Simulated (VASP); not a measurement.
# HgTe (I-4m2) in VASP: single point with LDA

Aim: the single point of HgTe with LDA.

Everything below comes from runs of VASP 6.6.1. Logs are shortened: lines on timing, memory, paths and dates and some standing lists are left out, and cuts for length are marked.

### 1 The cell of the first run

Symmetry: I-4m2, No. 119, tetragonal system. The conventional cell has a = 6.091 Å, b = 6.091 Å, c = 3.119 Å, α = 90.00°, β = 90.00°, γ = 90.00°. Hg (site symmetry -4m2) has 2 Hg at 3.12 Å and 8 Te at 3.14 to 3.84 Å within 4.1 Å. Te (site symmetry -4m2) has 2 Te at 3.12 Å and 8 Hg at 3.14 to 3.84 Å within 4.1 Å.

### 2 Single point, LDA

INCAR reads:

```
PREC = Accurate ; ENCUT = 520
EDIFF = 1E-6 ; ISMEAR = 1
SIGMA = 0.1 ; LREAL = F
LASPH = T ; NELM = 80
ALGO = Normal ; ISIF = 2
LWAVE = F ; LCHARG = T
GGA = CA ; LELF = T
LVHAR = T ; NBANDS = 16
```

KPOINTS reads:

```
regular mesh
0
Gamma
  7 7 7
```

POSCAR reads:

```
HgTe
1.0
   -3.0456030000      3.0456030000      1.5594100000
    3.0456030000     -3.0456030000      1.5594100000
    3.0456030000      3.0456030000     -1.5594100000
Hg Te
1 1
Direct
    0.2500000000      0.7500000000      0.5000000000
    0.0000000000      0.0000000000      0.0000000000
```

Potentials or basis: VASP PAW LDA potentials, release 64 (Hg, Te).

Run with:

```bash
$ cat potpaw_LDA.64/Hg/POTCAR potpaw_LDA.64/Te/POTCAR > POTCAR
$ mpirun -np 1 vasp_std > vasp.out
```

OUTCAR:

```text
PREC = Accurate
   ENCUT = 520
   EDIFF = 1E-6
   ISMEAR = 1
   LREAL = F
   LASPH = T
   NELM = 80
   ISIF = 2
   GGA = CA

 ion  position               nearest neighbor table
   1  0.250  0.750  0.500-   2 3.14   2 3.14   2 3.14   2 3.14
   2  0.000  0.000  0.000-   1 3.14   1 3.14   1 3.14   1 3.14

  LATTYP: Found a body centered tetragonal cell.
 ALAT       =     6.0912060000
 C/A-ratio  =     0.5120201156

  Lattice vectors:

 A1 = (  -3.0456030000,   3.0456030000,   1.5594100000)
 A2 = (   3.0456030000,  -3.0456030000,   1.5594100000)
 A3 = (   3.0456030000,   3.0456030000,  -1.5594100000)

Analysis of symmetry for initial positions (statically):
=====================================================================
 Subroutine PRICEL returns:
 Original cell was already a primitive cell.

 Routine SETGRP: Setting up the symmetry group for a
 body centered tetragonal supercell.

 Subroutine GETGRP returns: Found  8 space group operations
 (whereof  8 operations were pure point group operations)
 out of a pool of 16 trial point group operations.

The static configuration has the point symmetry D_2d.

Analysis of symmetry for dynamics (positions and initial velocities):
=====================================================================
 Subroutine PRICEL returns:
 Original cell was already a primitive cell.

 Routine SETGRP: Setting up the symmetry group for a
 body centered tetragonal supercell.

 Subroutine GETGRP returns: Found  8 space group operations
 (whereof  8 operations were pure point group operations)
 out of a pool of 16 trial point group operations.

The dynamic configuration has the point symmetry D_2d.

 Subroutine INISYM returns: Found  8 space group operations
 (whereof  8 operations are pure point group operations),
 and found     1 'primitive' translations

----------------------------------------------------------------------------------------

                                     Primitive cell

  volume of cell :      57.8585

  direct lattice vectors                    reciprocal lattice vectors
    -3.045603000  3.045603000  1.559410000     0.000000000  0.164171102  0.320634086
     3.045603000 -3.045603000  1.559410000     0.164171102  0.000000000  0.320634086
     3.045603000  3.045603000 -1.559410000     0.164171102  0.164171102  0.000000000

  length of vectors
     4.580737366  4.580737366  4.580737366     0.360219888  0.360219888  0.232172999

  position of ions in fractional coordinates (direct lattice)
     0.250000000  0.750000000  0.500000000
     0.000000000  0.000000000  0.000000000

  ion indices of the primitive-cell ions
   primitive index   ion index
                 1           1
                 2           2

----------------------------------------------------------------------------------------

 KPOINTS: regular mesh

Automatic generation of k-mesh.
 Grid dimensions read from file:
 generate k-points for:    7    7    7

 Generating k-lattice:

  Cartesian coordinates                     Fractional coordinates (reciprocal lattice)
     0.000000000  0.023453015  0.045804869     0.142857143  0.000000000  0.000000000
     0.023453015  0.000000000  0.045804869     0.000000000  0.142857143  0.000000000
     0.023453015  0.023453015  0.000000000     0.000000000  0.000000000  0.142857143

  Length of vectors
     0.051459984  0.051459984  0.033167571

  Shift w.r.t. Gamma in fractional coordinates (k-lattice)
     0.000000000  0.000000000  0.000000000

 Subroutine IBZKPT returns following result:
 ===========================================

 Found     40 irreducible k-points:

 Following reciprocal coordinates:
            Coordinates               Weight
  0.000000  0.000000  0.000000      1.000000
  0.142857 -0.000000  0.000000      8.000000
  0.285714  0.000000  0.000000      8.000000
  0.428571 -0.000000  0.000000      8.000000
  0.142857  0.142857  0.000000      8.000000
  0.285714  0.142857  0.000000     16.000000
[... 16 lines left out ...]
 -0.142857  0.285714  0.142857      8.000000
 -0.428571  0.428571  0.142857      8.000000
 [... further k-points ...]
   k-points           NKPTS =     40   k-points in BZ     NKDIM =     40   number of bands    NBANDS=     16
   number of dos      NEDOS =    301   number of ions     NIONS =      2
   total plane-waves  NPLWV =  46656
   dimension x,y,z NGX =    36 NGY =   36 NGZ =   36
   dimension x,y,z NGXF=    72 NGYF=   72 NGZF=   72
   ions per type =               1   1
   NGX,Y,Z   is equivalent  to a cutoff of  13.07, 13.07, 13.07 a.u.
   NGXF,Y,Z  is equivalent  to a cutoff of  26.13, 26.13, 26.13 a.u.
 SYSTEM =  unknown system
   PREC   = accura    normal or accurate (medium, high low for compatibility)
   ISTART =      0    job   : 0-new  1-cont  2-samecut
   ICHARG =      2    charge: 1-file 2-atom 10-const
   ISPIN  =      1    spin polarized calculation?
   LNONCOLLINEAR =      F non collinear calculations
   LSORBIT =      F    spin-orbit coupling
   LASPH  =      T    aspherical Exc in radial PAW
   ENCUT  =  520.0 eV  38.22 Ry    6.18 a.u.   8.52  8.52  8.52*2*pi/ulx,y,z
   NELM   =     80;   NELMIN=  2; NELMDL= -5     # of ELM steps
   EDIFF  = 0.1E-05   stopping-criterion for ELM
   LREAL  =      F    real-space projection
   EDIFFG = 0.1E-04   stopping-criterion for IOM
   NSW    =      0    number of steps for IOM
   IBRION =     -1    ionic relax: 0-MD 1-quasi-New 2-CG
   NFREE  =      0    steps in history (QN), initial steepest desc. (CG)
   ISIF   =      2    stress and relaxation
   ISYM   =      2    0-nonsym 1-usesym 2-fastsym
   POTIM  = 0.5000    time-step for ionic-motion
   TEBEG  =    0.0;   TEEND  =   0.0 temperature during run
   PSTRESS=    0.0 pullay stress
   NELECT =      18.0000    total number of electrons
   NUPDOWN=      -1.0000    fix difference up-down
   EMIN   =  10.00;   EMAX   =-10.00  energy-range for DOS
   EFERMI =   0.00;   METHOD = LEGACY
   ISMEAR =     1;   SIGMA  =   0.10  broadening in eV -4-tet -1-fermi 0-gaus
   EFERMI_NEDOS =   21; number of points for ismear=-14 and -15
   IALGO  =     38    algorithm
   IMIX   =      4    mixing-type and parameters
     AMIX     =   0.40;   BMIX     =  1.00
     AMIX_MAG =   1.60;   BMIX_MAG =  1.00
  volume/ion in A,a.u.               =      28.93       195.22
  Fermi-wavevector in a.u.,A,eV,Ry     =   1.109286  2.096246 16.742166  1.230515
  Thomas-Fermi vector in A             =   2.245823
   LORBIT       =      0    0 simple, 1 ext, 2 COOP (PROOUT), +10 PAW based schemes
   GGA     = CA    functional components
   LHFCALC =     F    Hartree Fock is set to
   AEXX    =    0.0000 exact exchange contribution
   IVDW    =     0    specifies the selected vdW correction
   LEPSILON=     F    determine dielectric tensor
   LRPA    =     F    only Hartree local field effects (RPA)
 non-spin polarized calculation
 Methfessel and Paxton  Order N= 1 SIGMA  =   0.10
  energy-cutoff  :      520.00
  volume of cell :       57.86
 maximum number of plane-waves:      1574
 NGX is ok and might be reduce to    36
   NGX = 17   NGY = 17   NGZ = 17

 number of electron      18.0000002 magnetization

 Free energy of the ion-electron system (eV)
  ---------------------------------------------------
  ext. energy  EPLUGINS =         0.00000000
  ---------------------------------------------------
  free energy    TOTEN  =        -4.73550253 eV

  energy without entropy =       -4.73629218  energy(sigma->0) =       -4.73576575

 E-fermi :   4.2441     XC(G=0): -10.0931

 val. band max:        4.2003018064   @ k =  -0.1429  -0.2857   0.1429
 cond. band min:       4.3089266967   @ k =  -0.4286   0.4286   0.1429
 fundamental gap:      0.1086248903
 Fermi energy:         4.2440797583

 k-point     1 :       0.0000    0.0000    0.0000
  band No.  band energies     occupation
      1      -8.3055      2.00000
      2      -3.0895      2.00000
      3      -2.3792      2.00000
      4      -2.3032      2.00000
      5      -1.8612      2.00000
      6      -1.8612      2.00000
[... 8 lines left out ...]
     15      14.2958      0.00000
     16      15.3395      0.00000

 k-point     2 :       0.1429   -0.0000    0.0000
  band No.  band energies     occupation
      1      -7.9861      2.00000
      2      -2.7906      2.00000
      3      -2.3391      2.00000
      4      -2.3291      2.00000
      5      -2.0226      2.00000
      6      -2.0162      2.00000
[... 8 lines left out ...]
     15      13.9676      0.00000
     16      14.1397      0.00000

 k-point     3 :       0.2857    0.0000    0.0000
  band No.  band energies     occupation
      1      -7.1059      2.00000
      2      -2.4070      2.00000
      3      -2.4044      2.00000
      4      -2.2694      2.00000
      5      -2.1846      2.00000
      6      -2.1192      2.00000
[... 8 lines left out ...]
     15      12.5373      0.00000
     16      14.1747      0.00000

 k-point     4 :       0.4286   -0.0000    0.0000
  band No.  band energies     occupation
      1      -6.0683      2.00000
      2      -2.6319      2.00000
      3      -2.5226      2.00000
      4      -2.3090      2.00000
      5      -2.1042      2.00000
      6      -1.8368      2.00000
[... 8 lines left out ...]
     15      12.9458      0.00000
     16      15.2213      0.00000

 k-point     5 :       0.1429    0.1429    0.0000
  band No.  band energies     occupation
      1      -7.1683      2.00000
      2      -2.4126      2.00000
      3      -2.3693      2.00000
      4      -2.2804      2.00000
      5      -2.2065      2.00000
      6      -2.1051      2.00000
[... 8 lines left out ...]
     15      12.7177      0.00000
     16      12.8401      0.00000

 k-point     6 :       0.2857    0.1429    0.0000
  band No.  band energies     occupation
      1      -6.1219      2.00000
      2      -2.6588      2.00000
      3      -2.5529      2.00000
      4      -2.3113      2.00000
      5      -2.1218      2.00000
      6      -1.7150      2.00000
[... 8 lines left out ...]
     15      12.7265      0.00000
     16      14.3497      0.00000

 k-point     7 :       0.4286    0.1429    0.0000
  band No.  band energies     occupation
      1      -5.9984      2.00000
      2      -2.6619      2.00000
      3      -2.5164      2.00000
      4      -2.2262      2.00000
      5      -2.0988      2.00000
      6      -1.8995      2.00000
[... 8 lines left out ...]
     15      13.5718      0.00000
     16      14.3914      0.00000

 k-point     8 :      -0.4286    0.1429    0.0000
  band No.  band energies     occupation
      1      -6.9554      2.00000
      2      -2.4440      2.00000
      3      -2.4081      2.00000
      4      -2.2677      2.00000
      5      -2.1504      2.00000
      6      -2.1391      2.00000
[... 8 lines left out ...]
     15      13.6529      0.00000
     16      13.7504      0.00000

 k-point     9 :      -0.2857    0.1429    0.0000
  band No.  band energies     occupation
      1      -7.8428      2.00000
      2      -2.7981      2.00000
      3      -2.4362      2.00000
      4      -2.3443      2.00000
      5      -2.0160      2.00000
      6      -1.9846      2.00000
[... 8 lines left out ...]
     15      14.1109      0.00000
     16      15.3805      0.00000
[... 172 lines left out ...]
 k-point    19 :      -0.1429    0.1429    0.1429
  band No.  band energies     occupation
      1      -8.1519      2.00000
      2      -3.1003      2.00000
      3      -2.4507      2.00000
      4      -2.3580      2.00000
      5      -1.8537      2.00000
      6      -1.8473      2.00000
[... 8 lines left out ...]
     15      14.9138      0.00000
     16      15.9530      0.00000

 k-point    20 :       0.2857    0.2857    0.1429
  band No.  band energies     occupation
      1      -5.9614      2.00000
      2      -2.6512      2.00000
      3      -2.4284      2.00000
      4      -2.2758      2.00000
      5      -2.1421      2.00000
      6      -1.9574      2.00000
[... 8 lines left out ...]
     15      12.5567      0.00000
     16      13.2359      0.00000

 k-point    21 :       0.4286    0.2857    0.1429
  band No.  band energies     occupation
      1      -6.8407      2.00000
      2      -2.4817      2.00000
      3      -2.3782      2.00000
      4      -2.3273      2.00000
      5      -2.1749      2.00000
      6      -2.1516      2.00000
[... 8 lines left out ...]
     15      14.5629      0.00000
     16      14.9920      0.00000

 k-point    22 :      -0.2857    0.2857    0.1429
  band No.  band energies     occupation
      1      -7.9750      2.00000
      2      -3.1176      2.00000
      3      -2.5791      2.00000
      4      -2.3550      2.00000
      5      -1.8536      2.00000
      6      -1.8266      2.00000
[... 8 lines left out ...]
     15      15.5541      0.00000
     16      16.2797      0.00000

 k-point    23 :      -0.1429    0.2857    0.1429
  band No.  band energies     occupation
      1      -7.7315      2.00000
      2      -2.8070      2.00000
      3      -2.5033      2.00000
      4      -2.3077      2.00000
      5      -2.0018      2.00000
      6      -1.9747      2.00000
[... 8 lines left out ...]
     15      14.5242      0.00000
     16      15.1990      0.00000

 k-point    24 :      -0.4286    0.4286    0.1429
  band No.  band energies     occupation
      1      -7.8158      2.00000
      2      -3.1406      2.00000
      3      -2.6182      2.00000
      4      -2.4768      2.00000
      5      -1.8427      2.00000
      6      -1.8145      2.00000
[... 8 lines left out ...]
     15      15.3198      0.00000
     16      16.2150      0.00000

 [... further k-points ...]
[... 5 lines left out ...]
  --------------------------------------------------------------------------------------
  -------------------------------------------------------------------------------------
  Total       -1.3289426     -1.3289426     -2.6387689      0.0000000     -0.0000000      0.0000000
  in kB      -36.8001784    -36.8001784    -73.0710007      0.0000000     -0.0000000      0.0000000
  external PRESSURE =     -48.8904525 kB  Pullay stress =       0.0000000 kB

 VOLUME and BASIS-vectors are now :
 -----------------------------------------------------------------------------
  energy-cutoff  :      520.00
  volume of cell :       57.86
      direct lattice vectors                 reciprocal lattice vectors
    -3.045603000  3.045603000  1.559410000     0.000000000  0.164171102  0.320634086
     3.045603000 -3.045603000  1.559410000     0.164171102  0.000000000  0.320634086
     3.045603000  3.045603000 -1.559410000     0.164171102  0.164171102  0.000000000

 POSITION                                       TOTAL-FORCE (eV/Angst)
 -----------------------------------------------------------------------------------
      3.04560      0.00000      0.77970        -0.000000      0.000000     -0.000000
      0.00000      0.00000      0.00000         0.000000     -0.000000      0.000000
 -----------------------------------------------------------------------------------
    total drift:                                0.000000     -0.000000      0.000000

  FREE ENERGIE OF THE ION-ELECTRON SYSTEM (eV)
  ---------------------------------------------------
  free  energy   TOTEN  =        -4.7355025266 eV

  energy  without entropy=       -4.7362921825  energy(sigma->0) =       -4.73576575
```

It took 19 s on 1 thread of Intel Xeon 6975P-C, shared host; peak memory 0.19 GiB.

Results:

```yaml
Free_energy: -4.7355 eV
Pressure: -4.9 GPa
Band_gap_on_the_k_mesh: zero (band 9 reaches 5.29 eV, above the bottom of band 10 at 2.55 eV)
```

Caveat: spin-orbit coupling is left out, which moves the levels of the heavy elements.
